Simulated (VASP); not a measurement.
# MoP (P-6m2) in VASP: notebook

Runs on MoP. Level: PBEsol. Tasks: relaxation of cell and atoms, single point.

Program: VASP 6.6.1. These are calculated values, not measurements. Logs are shortened: lines on timing, memory, paths and dates and some standing lists are left out, and cuts for length are marked.

**1. The cell of the first run**

It takes space group P-6m2 (No. 187, hexagonal). Conventional cell: a = 3.223 Å, b = 3.223 Å, c = 3.191 Å, α = 90.00°, β = 90.00°, γ = 120.00°. Mo (site symmetry -6m2) has 6 P at 2.45 Å and 2 Mo at 3.19 Å within 3.2 Å. Within 3.2 Å of P (site symmetry -6m2) lie 6 Mo at 2.45 Å and 2 P at 3.19 Å.

**2. Relaxation of cell and atoms, PBEsol**

INCAR reads:

```
PREC = Accurate
ENCUT = 500
EDIFF = 1E-7
ISMEAR = 0
SIGMA = 0.1
LREAL = F
LASPH = T
NELM = 120
ALGO = Normal
ISIF = 3
LWAVE = F
LCHARG = F
GGA = PS
IBRION = 2
NSW = 100
EDIFFG = -0.005
GGA_COMPAT = F
NELMIN = 4
```

KPOINTS reads:

```
Automatic mesh
0
Gamma
  18 18 14
```

POSCAR reads:

```
MoP
1.0
    3.2230000535      0.0000000000      0.0000000000
   -1.6115000268      2.7911999227      0.0000000000
    0.0000000000      0.0000000000      3.1910000000
Mo P
1 1
Direct
    0.0000000000      0.0000000000      0.0000000000
    0.3333333333      0.6666666667      0.5000000000
```

Potentials or basis: VASP PAW PBE potentials, release 64 (Mo_sv, P).

Run with:

```console
$ cat potpaw_PBE.64/Mo_sv/POTCAR potpaw_PBE.64/P/POTCAR > POTCAR
$ mpirun -np 1 vasp_std > vasp.out
```

OUTCAR:

```text
PREC = Accurate
   ENCUT = 500
   EDIFF = 1E-7
   ISMEAR = 0
   LREAL = F
   LASPH = T
   NELM = 120
   ISIF = 3
   GGA = PS
   IBRION = 2
   NSW = 100
   EDIFFG = -0.005
   NELMIN = 4

 ion  position               nearest neighbor table
   1  0.000  0.000  0.000-   2 2.45   2 2.45   2 2.45   2 2.45   2 2.45   2 2.45
   2  0.333  0.667  0.500-   1 2.45   1 2.45   1 2.45   1 2.45   1 2.45   1 2.45

  LATTYP: Found a hexagonal cell.
 ALAT       =     3.2230000535
 C/A-ratio  =     0.9900713457

  Lattice vectors:

 A1 = (   3.2230000535,   0.0000000000,   0.0000000000)
 A2 = (  -1.6115000268,   2.7911999227,   0.0000000000)
 A3 = (   0.0000000000,   0.0000000000,   3.1910000000)

Analysis of symmetry for initial positions (statically):
=====================================================================
 Subroutine PRICEL returns:
 Original cell was already a primitive cell.

 Routine SETGRP: Setting up the symmetry group for a
 hexagonal supercell.

 Subroutine GETGRP returns: Found 12 space group operations
 (whereof 12 operations were pure point group operations)
 out of a pool of 24 trial point group operations.

The static configuration has the point symmetry D_3h.

Analysis of symmetry for dynamics (positions and initial velocities):
=====================================================================
 Subroutine PRICEL returns:
 Original cell was already a primitive cell.

 Routine SETGRP: Setting up the symmetry group for a
 hexagonal supercell.

 Subroutine GETGRP returns: Found 12 space group operations
 (whereof 12 operations were pure point group operations)
 out of a pool of 24 trial point group operations.

The dynamic configuration has the point symmetry D_3h.

 Subroutine INISYM returns: Found 12 space group operations
 (whereof 12 operations are pure point group operations),
 and found     1 'primitive' translations

----------------------------------------------------------------------------------------

                                     Primitive cell

  volume of cell :      28.7064

  direct lattice vectors                    reciprocal lattice vectors
     3.223000053  0.000000000  0.000000000     0.310269930  0.179134427  0.000000000
    -1.611500027  2.791199923  0.000000000     0.000000000  0.358268855  0.000000000
     0.000000000  0.000000000  3.191000000     0.000000000  0.000000000  0.313381385

  length of vectors
     3.223000053  3.223000053  3.191000000     0.358268855  0.358268855  0.313381385

  position of ions in fractional coordinates (direct lattice)
     0.000000000  0.000000000  0.000000000
     0.333333333  0.666666667  0.500000000

  ion indices of the primitive-cell ions
   primitive index   ion index
                 1           1
                 2           2

----------------------------------------------------------------------------------------

 KPOINTS: Automatic mesh

Automatic generation of k-mesh.
 Grid dimensions read from file:
 generate k-points for:   18   18   14

 Generating k-lattice:

  Cartesian coordinates                     Fractional coordinates (reciprocal lattice)
     0.017237218  0.009951913  0.000000000     0.055555556  0.000000000  0.000000000
     0.000000000  0.019903825  0.000000000     0.000000000  0.055555556  0.000000000
     0.000000000  0.000000000  0.022384385     0.000000000  0.000000000  0.071428571

  Length of vectors
     0.019903825  0.019903825  0.022384385

  Shift w.r.t. Gamma in fractional coordinates (k-lattice)
     0.000000000  0.000000000  0.000000000

 Subroutine IBZKPT returns following result:
 ===========================================

 Found    296 irreducible k-points:

 Following reciprocal coordinates:
            Coordinates               Weight
  0.000000  0.000000  0.000000      1.000000
  0.055556  0.000000  0.000000      6.000000
  0.111111  0.000000  0.000000      6.000000
  0.166667  0.000000  0.000000      6.000000
  0.222222 -0.000000  0.000000      6.000000
  0.277778  0.000000  0.000000      6.000000
[... 16 lines left out ...]
  0.333333  0.111111  0.000000     12.000000
  0.388889  0.111111  0.000000     12.000000
 [... further k-points ...]
   k-points           NKPTS =    296   k-points in BZ     NKDIM =    296   number of bands    NBANDS=     13
   number of dos      NEDOS =    301   number of ions     NIONS =      2
   total plane-waves  NPLWV =  13824
   dimension x,y,z NGX =    24 NGY =   24 NGZ =   24
   dimension x,y,z NGXF=    48 NGYF=   48 NGZF=   48
   ions per type =               1   1
   NGX,Y,Z   is equivalent  to a cutoff of  12.38, 12.38, 12.50 a.u.
   NGXF,Y,Z  is equivalent  to a cutoff of  24.76, 24.76, 25.01 a.u.
 SYSTEM =  unknown system
   PREC   = accura    normal or accurate (medium, high low for compatibility)
   ISTART =      0    job   : 0-new  1-cont  2-samecut
   ICHARG =      2    charge: 1-file 2-atom 10-const
   ISPIN  =      1    spin polarized calculation?
   LNONCOLLINEAR =      F non collinear calculations
   LSORBIT =      F    spin-orbit coupling
   LASPH  =      T    aspherical Exc in radial PAW
   ENCUT  =  500.0 eV  36.75 Ry    6.06 a.u.   5.88  5.88  5.82*2*pi/ulx,y,z
   NELM   =    120;   NELMIN=  4; NELMDL= -5     # of ELM steps
   EDIFF  = 0.1E-06   stopping-criterion for ELM
   LREAL  =      F    real-space projection
   EDIFFG = -.5E-02   stopping-criterion for IOM
   NSW    =    100    number of steps for IOM
   IBRION =      2    ionic relax: 0-MD 1-quasi-New 2-CG
   NFREE  =      1    steps in history (QN), initial steepest desc. (CG)
   ISIF   =      3    stress and relaxation
   ISYM   =      2    0-nonsym 1-usesym 2-fastsym
   POTIM  = 0.5000    time-step for ionic-motion
   TEBEG  =    0.0;   TEEND  =   0.0 temperature during run
   PSTRESS=    0.0 pullay stress
   NELECT =      19.0000    total number of electrons
   NUPDOWN=      -1.0000    fix difference up-down
   EMIN   =  10.00;   EMAX   =-10.00  energy-range for DOS
   EFERMI =   0.00;   METHOD = LEGACY
   ISMEAR =     0;   SIGMA  =   0.10  broadening in eV -4-tet -1-fermi 0-gaus
   EFERMI_NEDOS =   21; number of points for ismear=-14 and -15
   IALGO  =     38    algorithm
   IMIX   =      4    mixing-type and parameters
     AMIX     =   0.40;   BMIX     =  1.00
     AMIX_MAG =   1.60;   BMIX_MAG =  1.00
  volume/ion in A,a.u.               =      14.35        96.86
  Fermi-wavevector in a.u.,A,eV,Ry     =   1.426702  2.696076 27.694377  2.035479
  Thomas-Fermi vector in A             =   2.546951
   LORBIT       =      0    0 simple, 1 ext, 2 COOP (PROOUT), +10 PAW based schemes
   GGA     = PS    functional components
   LHFCALC =     F    Hartree Fock is set to
   AEXX    =    0.0000 exact exchange contribution
   IVDW    =     0    specifies the selected vdW correction
   LEPSILON=     F    determine dielectric tensor
   LRPA    =     F    only Hartree local field effects (RPA)
 conjugate gradient relaxation of ions
 non-spin polarized calculation
 Gauss-broadening in eV      SIGMA  =   0.10
  energy-cutoff  :      500.00
  volume of cell :       28.71
 maximum number of plane-waves:       746
 NGX is ok and might be reduce to    24
   NGX = 11   NGY = 11   NGZ = 11

--------------------------------------- Ionic step        1  -------------------------------------------

 number of electron      18.9999999 magnetization

 Free energy of the ion-electron system (eV)
  ---------------------------------------------------
  ext. energy  EPLUGINS =         0.00000000
  ---------------------------------------------------
  free energy    TOTEN  =       -19.04843052 eV

  energy without entropy =      -19.04394371  energy(sigma->0) =      -19.04618711

------------------------ aborting loop because EDIFF is reached ----------------------------------------

  FORCE on cell =-STRESS in cart. coord.  units (eV):
  Direction    XX          YY          ZZ          XY          YZ          ZX
  --------------------------------------------------------------------------------------
  -------------------------------------------------------------------------------------
  Total       -0.5456605     -0.5456605     -0.7049350      0.0000000     -0.0000000      0.0000000
  in kB      -30.4547526    -30.4547526    -39.3442774      0.0000000     -0.0000000      0.0000000
  external PRESSURE =     -33.4179275 kB  Pullay stress =       0.0000000 kB

 VOLUME and BASIS-vectors are now :
 -----------------------------------------------------------------------------
  energy-cutoff  :      500.00
  volume of cell :       28.71
      direct lattice vectors                 reciprocal lattice vectors
     3.223000053  0.000000000  0.000000000     0.310269930  0.179134427  0.000000000
    -1.611500027  2.791199923  0.000000000     0.000000000  0.358268855  0.000000000
     0.000000000  0.000000000  3.191000000     0.000000000  0.000000000  0.313381385
[... 109 lines left out ...]
 POSITION                                       TOTAL-FORCE (eV/Angst)
 -----------------------------------------------------------------------------------
      3.20919      0.00000      0.00000        -0.000000      0.000000      0.000000
     -0.00000      1.85283      1.58667         0.000000     -0.000000      0.000000
 -----------------------------------------------------------------------------------
    total drift:                               -0.000000      0.000000     -0.000000

  FREE ENERGIE OF THE ION-ELECTRON SYSTEM (eV)
  ---------------------------------------------------
  free  energy   TOTEN  =       -19.0527188101 eV

  energy  without entropy=      -19.0482780024  energy(sigma->0) =      -19.05049841

--------------------------------------- Ionic step        5  -------------------------------------------

 number of electron      18.9999998 magnetization

 Free energy of the ion-electron system (eV)
  ---------------------------------------------------
  ext. energy  EPLUGINS =         0.00000000
  ---------------------------------------------------
  free energy    TOTEN  =       -19.05273894 eV

  energy without entropy =      -19.04832081  energy(sigma->0) =      -19.05052987

 E-fermi :  12.0286     XC(G=0): -12.7839

 val. band max:       12.0277499786   @ k =   0.1111   0.1111   0.0000
 cond. band min:      12.0318489015   @ k =   0.0556   0.0556   0.0714
 fundamental gap:      0.0040989229
 Fermi energy:        12.0286163247

 k-point     1 :       0.0000    0.0000    0.0000
  band No.  band energies     occupation
      1     -49.0449      2.00000
      2     -23.2306      2.00000
      3     -23.0164      2.00000
      4     -23.0164      2.00000
      5      -1.9774      2.00000
      6       7.7338      2.00000
      7       8.6839      2.00000
      8       8.6839      2.00000
      9      11.3657      2.00000
     10      12.3345      0.00002
     11      12.3345      0.00002
     12      16.2618      0.00000
     13      16.2618      0.00000

 k-point     2 :       0.0556    0.0000    0.0000
  band No.  band energies     occupation
      1     -49.0438      2.00000
      2     -23.2291      2.00000
      3     -23.0277      2.00000
      4     -23.0189      2.00000
      5      -1.9189      2.00000
      6       7.7164      2.00000
      7       8.6168      2.00000
      8       8.7349      2.00000
      9      10.9726      2.00000
     10      12.3103      0.00007
     11      12.7725      0.00000
[... 339 lines left out ...]
 k-point    24 :       0.3889    0.1111    0.0000
  band No.  band energies     occupation
      1     -49.0093      2.00000
      2     -23.3590      2.00000
      3     -23.1809      2.00000
      4     -23.1247      2.00000
      5       0.6979      2.00000
      6       4.9338      2.00000
      7       7.9926      2.00000
      8       8.1446      2.00000
      9      10.7937      2.00000
     10      11.3131      2.00000
     11      13.3767      0.00000
     12      14.2541      0.00000
     13      17.2594      0.00000

 [... further k-points ...]
[... 5 lines left out ...]
  --------------------------------------------------------------------------------------
  -------------------------------------------------------------------------------------
  Total        0.0058188      0.0058188      0.0081478     -0.0000000      0.0000000      0.0000000
  in kB        0.3294785      0.3294785      0.4613534     -0.0000000      0.0000000      0.0000000
  external PRESSURE =       0.3734368 kB  Pullay stress =       0.0000000 kB

 VOLUME and BASIS-vectors are now :
 -----------------------------------------------------------------------------
  energy-cutoff  :      500.00
  volume of cell :       28.30
      direct lattice vectors                 reciprocal lattice vectors
     3.207708438  0.000000000  0.000000000     0.311749032  0.179988387 -0.000000000
    -1.603854219  2.777956996  0.000000000    -0.000000000  0.359976775 -0.000000000
     0.000000000  0.000000000  3.175404775     0.000000000 -0.000000000  0.314920481

 POSITION                                       TOTAL-FORCE (eV/Angst)
 -----------------------------------------------------------------------------------
      0.00000      0.00000      3.17540         0.000000     -0.000000     -0.000000
     -0.00000      1.85197      1.58770        -0.000000      0.000000      0.000000
 -----------------------------------------------------------------------------------
    total drift:                               -0.000000      0.000000      0.000000

  FREE ENERGIE OF THE ION-ELECTRON SYSTEM (eV)
  ---------------------------------------------------
  free  energy   TOTEN  =       -19.0527389369 eV

  energy  without entropy=      -19.0483208065  energy(sigma->0) =      -19.05052987

 reached required accuracy - stopping structural energy minimisation
```

Wall time 2.4 min (1 thread of AMD EPYC 9R45 (Zen 5), shared host); peak memory 0.2 GiB.

What came out:

- Free energy: -19.0527 eV
- Relaxed volume: 14.15 Å³/atom
- Relaxed cell: a = 3.208 Å, b = 3.208 Å, c = 3.175 Å, α = 90.00°, β = 90.00°, γ = 120.00°
- Space group after relaxing (to 0.05 Å): P-6m2 (No. 187)
- Energy gained by relaxing: 2.2 meV/atom
- Ionic steps: 5
- Pressure after relaxing: 0.0 GPa

The path:
| step | energy change (eV) | largest force (eV/Å) | pressure (GPa) | volume (Å³) |
| --- | --- | --- | --- | --- |
| 1 | 0.0000 | 0.0000 | -3.34 | 28.71 |
| 2 | 0.0156 | 0.0000 | 7.74 | 27.48 |
| 3 | -0.0043 | 0.0000 | -0.05 | 28.31 |
| 4 | -0.0043 | 0.0000 | 0.02 | 28.30 |
| 5 | -0.0043 | 0.0000 | 0.04 | 28.30 |

Final structure:
```xyz
2
Lattice="3.2077 0.0000 0.0000 -1.6039 2.7780 0.0000 0.0000 0.0000 3.1754" Properties=species:S:1:pos:R:3 pbc="T T T"
Mo    0.0000    0.0000    3.1754
P     0.0000    1.8520    1.5877
```

Caveat: the PAW data sets were made with another functional, which shifts forces and pressure a little.

**3. Single point, PBEsol**

This run uses another cell than the first one, of 14.13 Å³/atom, 0.984 times its volume.

INCAR reads:

```
SYSTEM = MoP
  PREC = Accurate
  ENCUT = 500
  EDIFF = 1E-6
  ISMEAR = 0
  SIGMA = 0.1
  LREAL = .FALSE.
  LASPH = .TRUE.
  NELM = 120
  ALGO = Normal
  ISIF = 2
  LWAVE = .FALSE.
  LCHARG = .TRUE.
  GGA = PS
  LELF = .TRUE.
  LVHAR = .TRUE.
  NBANDS = 16
  GGA_COMPAT = .FALSE.
```

KPOINTS reads:

```
Automatic mesh
0
G
  18 18 14
  0 0 0
```

POSCAR reads:

```
MoP
1.0
    3.2062346802      0.0000000000      0.0000000000
   -1.6031173401      2.7766806835      0.0000000000
    0.0000000000      0.0000000000      3.1741350964
Mo P
1 1
Direct
    0.0000000000      0.0000000000      0.0000000000
    0.3333333333      0.6666666667      0.5000000000
```

Potentials or basis: VASP PAW PBE potentials, release 64 (Mo_sv, P).

Run with:

```console
$ cat potpaw_PBE.64/Mo_sv/POTCAR potpaw_PBE.64/P/POTCAR > POTCAR
$ mpirun -np 1 vasp_std > vasp.out
```

OUTCAR:

```text
SYSTEM = MoP
   PREC = Accurate
   ENCUT = 500
   EDIFF = 1E-6
   ISMEAR = 0
   LREAL = .FALSE.
   LASPH = .TRUE.
   NELM = 120
   ISIF = 2
   GGA = PS

 ion  position               nearest neighbor table
   1  0.000  0.000  0.000-   2 2.44   2 2.44   2 2.44   2 2.44   2 2.44   2 2.44
   2  0.333  0.667  0.500-   1 2.44   1 2.44   1 2.44   1 2.44   1 2.44   1 2.44

  LATTYP: Found a hexagonal cell.
 ALAT       =     3.2062346802
 C/A-ratio  =     0.9899883861

  Lattice vectors:

 A1 = (   3.2062346802,   0.0000000000,   0.0000000000)
 A2 = (  -1.6031173401,   2.7766806835,   0.0000000000)
 A3 = (   0.0000000000,   0.0000000000,   3.1741350964)

Analysis of symmetry for initial positions (statically):
=====================================================================
 Subroutine PRICEL returns:
 Original cell was already a primitive cell.

 Routine SETGRP: Setting up the symmetry group for a
 hexagonal supercell.

 Subroutine GETGRP returns: Found 12 space group operations
 (whereof 12 operations were pure point group operations)
 out of a pool of 24 trial point group operations.

The static configuration has the point symmetry D_3h.

Analysis of symmetry for dynamics (positions and initial velocities):
[... 157 lines left out ...]

  energy without entropy =      -19.04810775  energy(sigma->0) =      -19.05031297

 E-fermi :  12.0492     XC(G=0): -12.7907

 val. band max:       12.0482046215   @ k =   0.1111   0.1111   0.0000
 cond. band min:      12.0524188965   @ k =   0.0556   0.0556   0.0714
 fundamental gap:      0.0042142750
 Fermi energy:        12.0492483816

 k-point     1 :       0.0000    0.0000    0.0000
  band No.  band energies     occupation
      1     -49.0230      2.00000
      2     -23.2093      2.00000
      3     -22.9944      2.00000
      4     -22.9944      2.00000
      5      -1.9659      2.00000
      6       7.7461      2.00000
[... 433 lines left out ...]
      3     -23.1593      2.00000
      4     -23.1033      2.00000
      5       0.7142      2.00000
      6       4.9471      2.00000
[... 8 lines left out ...]
     15      21.3823      0.00000
     16      23.7336      0.00000

 [... further k-points ...]
[... 5 lines left out ...]
  --------------------------------------------------------------------------------------
  -------------------------------------------------------------------------------------
  Total        0.0578978      0.0578978      0.0706272      0.0000000      0.0000000      0.0000000
  in kB        3.2826625      3.2826625      4.0043842      0.0000000      0.0000000      0.0000000
  external PRESSURE =       3.5232364 kB  Pullay stress =       0.0000000 kB

 VOLUME and BASIS-vectors are now :
 -----------------------------------------------------------------------------
  energy-cutoff  :      500.00
  volume of cell :       28.26
      direct lattice vectors                 reciprocal lattice vectors
     3.206234680  0.000000000  0.000000000     0.311892328  0.180071120  0.000000000
    -1.603117340  2.776680683  0.000000000     0.000000000  0.360142240  0.000000000
     0.000000000  0.000000000  3.174135096     0.000000000  0.000000000  0.315046452

 POSITION                                       TOTAL-FORCE (eV/Angst)
 -----------------------------------------------------------------------------------
      0.00000      0.00000      0.00000         0.000000     -0.000000      0.000000
     -0.00000      1.85112      1.58707        -0.000000      0.000000      0.000000
 -----------------------------------------------------------------------------------
    total drift:                               -0.000000      0.000000      0.000000

  FREE ENERGIE OF THE ION-ELECTRON SYSTEM (eV)
  ---------------------------------------------------
  free  energy   TOTEN  =       -19.0525181927 eV

  energy  without entropy=      -19.0481077484  energy(sigma->0) =      -19.05031297
```

Run time: 41 s. Hardware: 1 thread of Intel Xeon Platinum 8488C (Sapphire Rapids), shared host; peak memory 0.24 GiB.

What came out:

| Property | Result |
| --- | --- |
| Free energy | -19.0525 eV |
| Pressure | 0.4 GPa |

Levels at points of the mesh, in eV from the Fermi level:
| k point | band 8 | band 9 | band 10 | band 11 | band 12 | band 13 |
| --- | --- | --- | --- | --- | --- | --- |
| (0.00, 0.00, 0.00) | -3.35 | -0.66 | 0.31 | 0.31 | 4.24 | 4.24 |
| (0.50, 0.00, 0.00) | -3.85 | -1.24 | -0.41 | 1.77 | 2.44 | 4.74 |
| (0.00, 0.00, 0.50) | -2.74 | -1.72 | -1.72 | 1.38 | 2.99 | 2.99 |
| (0.50, 0.00, 0.50) | -4.48 | -1.06 | 1.49 | 1.90 | 3.67 | 5.17 |

Caveat: the PAW data sets were made with another functional, which shifts forces and pressure a little.

(Continued in part 2 of 2.)
